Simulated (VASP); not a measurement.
# MnSn3 (Pm-3m) in VASP: single point with PBEsol

Aim: the single point of MnSn3 with PBEsol.

Program: VASP 6.6.1. These are calculated values, not measurements. Logs are shortened: lines on timing, memory, paths and dates and some standing lists are left out, and cuts for length are marked.

### Step 1. The cell of the first run

It takes space group Pm-3m (No. 221, cubic). Conventional cell: a = 4.514 Å, b = 4.514 Å, c = 4.514 Å, α = 90.00°, β = 90.00°, γ = 90.00°. Within 4.2 Å of Sn (site symmetry 4/mmm) lie 8 Sn at 3.19 Å and 4 Mn at 3.19 Å. Within 4.2 Å of Mn (site symmetry m-3m) lie 12 Sn at 3.19 Å.

### Step 2. Single point, PBEsol, collinear spin, ferromagnetic start

Input file INCAR:

```
PREC = Accurate
ENCUT = 520
EDIFF = 1E-6
ISMEAR = 0
SIGMA = 0.1
LREAL = False
LASPH = True
NELM = 150
ALGO = Normal
ISIF = 2
LWAVE = False
LCHARG = False
ISPIN = 2
MAGMOM = 0 0 0 4
LORBIT = 11
LMAXMIX = 4
GGA = PS
NBANDS = 40
```

Input file KPOINTS:

```
regular mesh
0
Gamma
  10 10 10
```

Input file POSCAR:

```
MnSn3
1.0
    4.5142541880      0.0000000000      0.0000000000
    0.0000000000      4.5142541880      0.0000000000
    0.0000000000      0.0000000000      4.5142541880
Sn Mn
3 1
Direct
    0.0000000000      0.5000000000      0.5000000000
    0.5000000000      0.0000000000      0.5000000000
    0.5000000000      0.5000000000      0.0000000000
    0.0000000000      0.0000000000      0.0000000000
```

Potentials or basis: VASP PAW PBE potentials, release 64 (Sn_d, Mn_pv).

Run with:

```console
cat potpaw_PBE.64/Sn_d/POTCAR potpaw_PBE.64/Mn_pv/POTCAR > POTCAR
mpirun -np 1 vasp_std > vasp.out
```

OUTCAR:

```text
PREC = Accurate
   ENCUT = 520
   EDIFF = 1E-6
   ISMEAR = 0
   LREAL = False
   LASPH = True
   NELM = 150
   ISIF = 2
   ISPIN = 2
   LORBIT = 11
   GGA = PS

 ion  position               nearest neighbor table
   1  0.000  0.500  0.500-   2 3.19   3 3.19   4 3.19   3 3.19   4 3.19   2 3.19   4 3.19   4 3.19
                             2 3.19   3 3.19   3 3.19   2 3.19
   2  0.500  0.000  0.500-   1 3.19   3 3.19   4 3.19   3 3.19   4 3.19   1 3.19   3 3.19   3 3.19
                             1 3.19   4 3.19   4 3.19   1 3.19
   3  0.500  0.500  0.000-   1 3.19   2 3.19   4 3.19   1 3.19   2 3.19   2 3.19   4 3.19   2 3.19
                             1 3.19   4 3.19   1 3.19   4 3.19
   4  0.000  0.000  0.000-   1 3.19   2 3.19   3 3.19   1 3.19   2 3.19   1 3.19   3 3.19   1 3.19
                             2 3.19   3 3.19   2 3.19   3 3.19

  LATTYP: Found a simple cubic cell.
 ALAT       =     4.5142541880

  Lattice vectors:

 A1 = (   4.5142541880,   0.0000000000,   0.0000000000)
 A2 = (   0.0000000000,   4.5142541880,   0.0000000000)
 A3 = (   0.0000000000,   0.0000000000,   4.5142541880)

Analysis of symmetry for initial positions (statically):
=====================================================================
 Subroutine PRICEL returns:
 Original cell was already a primitive cell.

 Routine SETGRP: Setting up the symmetry group for a
 simple cubic supercell.

 Subroutine GETGRP returns: Found 48 space group operations
 (whereof 48 operations were pure point group operations)
 out of a pool of 48 trial point group operations.

The static configuration has the point symmetry O_h .

Analysis of symmetry for dynamics (positions and initial velocities):
=====================================================================
 Subroutine PRICEL returns:
 Original cell was already a primitive cell.

 Routine SETGRP: Setting up the symmetry group for a
 simple cubic supercell.

 Subroutine GETGRP returns: Found 48 space group operations
 (whereof 48 operations were pure point group operations)
 out of a pool of 48 trial point group operations.

The dynamic configuration has the point symmetry O_h .

Analysis of structural, dynamic, and magnetic symmetry:
=====================================================================
 Subroutine PRICEL returns:
 Original cell was already a primitive cell.

 Routine SETGRP: Setting up the symmetry group for a
 simple cubic supercell.

 Subroutine GETGRP returns: Found 48 space group operations
 (whereof 48 operations were pure point group operations)
 out of a pool of 48 trial point group operations.

The overall configuration has the point symmetry O_h .

 Subroutine INISYM returns: Found 48 space group operations
 (whereof 48 operations are pure point group operations),
 and found     1 'primitive' translations

----------------------------------------------------------------------------------------

                                     Primitive cell

  volume of cell :      91.9937

  direct lattice vectors                    reciprocal lattice vectors
     4.514254188  0.000000000  0.000000000     0.221520534  0.000000000  0.000000000
     0.000000000  4.514254188  0.000000000     0.000000000  0.221520534  0.000000000
     0.000000000  0.000000000  4.514254188     0.000000000  0.000000000  0.221520534

  length of vectors
     4.514254188  4.514254188  4.514254188     0.221520534  0.221520534  0.221520534

  position of ions in fractional coordinates (direct lattice)
     0.000000000  0.500000000  0.500000000
     0.500000000  0.000000000  0.500000000
     0.500000000  0.500000000  0.000000000
     0.000000000  0.000000000  0.000000000

  ion indices of the primitive-cell ions
   primitive index   ion index
                 1           1
                 2           2
                 3           3
                 4           4

----------------------------------------------------------------------------------------

 KPOINTS: regular mesh

Automatic generation of k-mesh.
 Grid dimensions read from file:
 generate k-points for:   10   10   10

 Generating k-lattice:

  Cartesian coordinates                     Fractional coordinates (reciprocal lattice)
     0.022152053  0.000000000  0.000000000     0.100000000  0.000000000  0.000000000
     0.000000000  0.022152053  0.000000000     0.000000000  0.100000000  0.000000000
     0.000000000  0.000000000  0.022152053     0.000000000  0.000000000  0.100000000

  Length of vectors
     0.022152053  0.022152053  0.022152053

  Shift w.r.t. Gamma in fractional coordinates (k-lattice)
     0.000000000  0.000000000  0.000000000

 Subroutine IBZKPT returns following result:
 ===========================================

 Found     56 irreducible k-points:

 Following reciprocal coordinates:
            Coordinates               Weight
  0.000000  0.000000  0.000000      1.000000
  0.100000  0.000000  0.000000      6.000000
  0.200000  0.000000  0.000000      6.000000
  0.300000  0.000000  0.000000      6.000000
  0.400000  0.000000  0.000000      6.000000
  0.500000  0.000000  0.000000      3.000000
[... 16 lines left out ...]
  0.200000  0.100000  0.100000     24.000000
  0.300000  0.100000  0.100000     24.000000
 [... further k-points ...]
   k-points           NKPTS =     56   k-points in BZ     NKDIM =     56   number of bands    NBANDS=     40
   number of dos      NEDOS =    301   number of ions     NIONS =      4
   total plane-waves  NPLWV =  46656
   dimension x,y,z NGX =    36 NGY =   36 NGZ =   36
   dimension x,y,z NGXF=    72 NGYF=   72 NGZF=   72
   ions per type =               3   1
   NGX,Y,Z   is equivalent  to a cutoff of  13.26, 13.26, 13.26 a.u.
   NGXF,Y,Z  is equivalent  to a cutoff of  26.52, 26.52, 26.52 a.u.
 SYSTEM =  unknown system
   PREC   = accura    normal or accurate (medium, high low for compatibility)
   ISTART =      0    job   : 0-new  1-cont  2-samecut
   ICHARG =      2    charge: 1-file 2-atom 10-const
   ISPIN  =      2    spin polarized calculation?
   LNONCOLLINEAR =      F non collinear calculations
   LSORBIT =      F    spin-orbit coupling
   LASPH  =      T    aspherical Exc in radial PAW
   ENCUT  =  520.0 eV  38.22 Ry    6.18 a.u.   8.39  8.39  8.39*2*pi/ulx,y,z
   NELM   =    150;   NELMIN=  2; NELMDL= -5     # of ELM steps
   EDIFF  = 0.1E-05   stopping-criterion for ELM
   LREAL  =      F    real-space projection
   EDIFFG = 0.1E-04   stopping-criterion for IOM
   NSW    =      0    number of steps for IOM
   IBRION =     -1    ionic relax: 0-MD 1-quasi-New 2-CG
   NFREE  =      0    steps in history (QN), initial steepest desc. (CG)
   ISIF   =      2    stress and relaxation
   ISYM   =      2    0-nonsym 1-usesym 2-fastsym
   POTIM  = 0.5000    time-step for ionic-motion
   TEBEG  =    0.0;   TEEND  =   0.0 temperature during run
   PSTRESS=    0.0 pullay stress
   NELECT =      55.0000    total number of electrons
   NUPDOWN=      -1.0000    fix difference up-down
   EMIN   =  10.00;   EMAX   =-10.00  energy-range for DOS
   EFERMI =   0.00;   METHOD = LEGACY
   ISMEAR =     0;   SIGMA  =   0.10  broadening in eV -4-tet -1-fermi 0-gaus
   EFERMI_NEDOS =   21; number of points for ismear=-14 and -15
   IALGO  =     38    algorithm
   IMIX   =      4    mixing-type and parameters
     AMIX     =   0.40;   BMIX     =  1.00
     AMIX_MAG =   1.60;   BMIX_MAG =  1.00
  volume/ion in A,a.u.               =      23.00       155.20
  Fermi-wavevector in a.u.,A,eV,Ry     =   1.379144  2.606205 25.878813  1.902039
  Thomas-Fermi vector in A             =   2.504141
   LORBIT       =     11    0 simple, 1 ext, 2 COOP (PROOUT), +10 PAW based schemes
   GGA     = PS    functional components
   LHFCALC =     F    Hartree Fock is set to
   AEXX    =    0.0000 exact exchange contribution
   IVDW    =     0    specifies the selected vdW correction
   LEPSILON=     F    determine dielectric tensor
   LRPA    =     F    only Hartree local field effects (RPA)
 spin polarized calculation
 Gauss-broadening in eV      SIGMA  =   0.10
  energy-cutoff  :      520.00
  volume of cell :       91.99
 maximum number of plane-waves:      2517
 NGX is ok and might be reduce to    36
   NGX = 17   NGY = 17   NGZ = 17

 number of electron      55.0000036 magnetization       4.0584878

 Free energy of the ion-electron system (eV)
  ---------------------------------------------------
  ext. energy  EPLUGINS =         0.00000000
  ---------------------------------------------------
  free energy    TOTEN  =       -21.32151254 eV

  energy without entropy =      -21.30431824  energy(sigma->0) =      -21.31291539

 E-fermi :   8.7297     XC(G=0): -10.9976

 val. band max:        8.7267843009   @ k =   0.4000   0.0000   0.0000
 cond. band min:       8.7364469408   @ k =   0.5000   0.5000   0.0000
 fundamental gap:      0.0096626399
 Fermi energy:         8.7296590426

 spin component 1

 k-point     1 :       0.0000    0.0000    0.0000
  band No.  band energies     occupation
      1     -41.5568      1.00000
      2     -41.5568      1.00000
      3     -41.5568      1.00000
      4     -12.9589      1.00000
      5     -12.9589      1.00000
      6     -12.9589      1.00000
[... 997 lines left out ...]
     38      16.4764      0.00000
     39      17.1297      0.00000

 [... further k-points ...]

 spin component 2

 k-point     1 :       0.0000    0.0000    0.0000
  band No.  band energies     occupation
      1     -37.5135      1.00000
      2     -37.5135      1.00000
      3     -37.5135      1.00000
      4     -12.9598      1.00000
      5     -12.9598      1.00000
      6     -12.9598      1.00000
[... 997 lines left out ...]
     38      16.6775      0.00000
     39      17.6911      0.00000

 [... further k-points ...]

 [bands above 39 left out]

------------------------ aborting loop because EDIFF is reached ----------------------------------------

  FORCE on cell =-STRESS in cart. coord.  units (eV):
  Direction    XX          YY          ZZ          XY          YZ          ZX
  --------------------------------------------------------------------------------------
  -------------------------------------------------------------------------------------
  Total       -0.0343579     -0.0343579     -0.0343579     -0.0000000     -0.0000000     -0.0000000
  in kB       -0.5983829     -0.5983829     -0.5983829     -0.0000000     -0.0000000     -0.0000000
  external PRESSURE =      -0.5983829 kB  Pullay stress =       0.0000000 kB

 VOLUME and BASIS-vectors are now :
 -----------------------------------------------------------------------------
  energy-cutoff  :      520.00
  volume of cell :       91.99
      direct lattice vectors                 reciprocal lattice vectors
     4.514254188  0.000000000  0.000000000     0.221520534  0.000000000  0.000000000
     0.000000000  4.514254188  0.000000000     0.000000000  0.221520534  0.000000000
     0.000000000  0.000000000  4.514254188     0.000000000  0.000000000  0.221520534

 POSITION                                       TOTAL-FORCE (eV/Angst)
 -----------------------------------------------------------------------------------
      0.00000      2.25713      2.25713         0.000000      0.000000      0.000000
      2.25713      0.00000      2.25713         0.000000      0.000000      0.000000
      2.25713      2.25713      0.00000         0.000000      0.000000      0.000000
      0.00000      0.00000      0.00000         0.000000      0.000000      0.000000
 -----------------------------------------------------------------------------------
    total drift:                                0.000000      0.000000      0.000000

  FREE ENERGIE OF THE ION-ELECTRON SYSTEM (eV)
  ---------------------------------------------------
  free  energy   TOTEN  =       -21.3215125352 eV

  energy  without entropy=      -21.3043182378  energy(sigma->0) =      -21.31291539

 total charge

# of ion       s       p       d       tot
------------------------------------------
    1        1.261   0.994   9.997  12.251
    2        1.261   0.994   9.997  12.251
    3        1.261   0.994   9.997  12.251
    4        0.261   6.120   4.976  11.357
--------------------------------------------------
tot          4.043   9.102  34.965  48.111

 magnetization (x)

# of ion       s       p       d       tot
------------------------------------------
    1        0.020  -0.046   0.002  -0.024
    2        0.020  -0.046   0.002  -0.024
    3        0.020  -0.046   0.002  -0.024
    4        0.061   0.033   3.807   3.901
--------------------------------------------------
tot          0.120  -0.104   3.814   3.830
```

Wall time 9 min (1 thread of Intel Xeon 8259CL, shared host); peak memory 0.44 GiB.

What came out:

```yaml
Free_energy: -21.3215 eV
Pressure: -0.1 GPa
Net_moment: 4.06 μB per cell
Site_moments: Sn -0.02; Mn +3.90 μB
Valence_electrons_inside_the_program's_atomic_spheres: Sn 12.25; Mn 11.36
```

Caveat: the PAW data sets were made with another functional, which shifts forces and pressure a little; spin-orbit coupling is left out, which moves the levels of the heavy elements.
